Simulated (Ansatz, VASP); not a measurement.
One calculation of Ta, two programs

```
CELL_PARAMETERS angstrom
-1.66045 1.66045 1.66045
1.66045 -1.66045 1.66045
1.66045 1.66045 -1.66045
ATOMIC_POSITIONS crystal
Ta 0.00000 0.00000 0.00000
```

Alike in both runs: task single point; functional PBE; k mesh 16 × 16 × 16; occupations fermi-dirac, width 0.08 eV; non-collinear spin, spin-orbit coupling.

|  | VASP | Ansatz |
| --- | --- | --- |
| version | VASP 6.6.1 | Ansatz 0.2.0 |
| potentials or method | VASP PAW PBE potentials, release 64 (Ta_pv), cutoff 520 eV | all-electron LAPW |

```csv
,VASP,Ansatz,Ansatz less VASP
pressure (GPa),-0.1,-0.1,+0.05
net moment per atom (μB),0.00,0.00,0.000
```

Ansatz ran all-electron here, and VASP with PAW potentials.
